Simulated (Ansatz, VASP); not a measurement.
Two plane-wave programs on TaN

```
Ta N
1.0
     2.93800    0.00000    0.00000
    -1.46900    2.54438    0.00000
     0.00000    0.00000    2.88300
Ta N
1 1
Direct
  0.33333 0.66667 0.50000
  0.00000 0.00000 0.00000
```

Alike in both runs: task relaxation of cell and atoms; functional r2SCAN; k mesh 13 × 13 × 12; occupations fermi-dirac, width 0.1 eV; no spin polarisation.

|  | VASP | Ansatz |
| --- | --- | --- |
| version | VASP 6.6.1 | Ansatz 0.2.0 |
| potentials or method | VASP PAW PBE potentials, release 64 (Ta_pv, N), cutoff 600 eV | plane waves, PAW |
| valence electrons in the cell | 16 | 18 |

VASP gave:

| Item | Value |
| --- | --- |
| relaxed volume (Å³/atom) | 10.82 |
| relaxed cell length with the largest relative difference (Å) | 2.941 |

Estimate Ansatz's values.

relaxed volume (Å³/atom): 10.77; relaxed cell length with the largest relative difference (Å): 2.936.

VASP's potentials were made for PBE, not for r2SCAN. VASP's potentials hold 16 valence electrons a cell and Ansatz's 18, so a difference there can come from the potentials and not from the codes.

Neither program's run includes spin-orbit coupling.
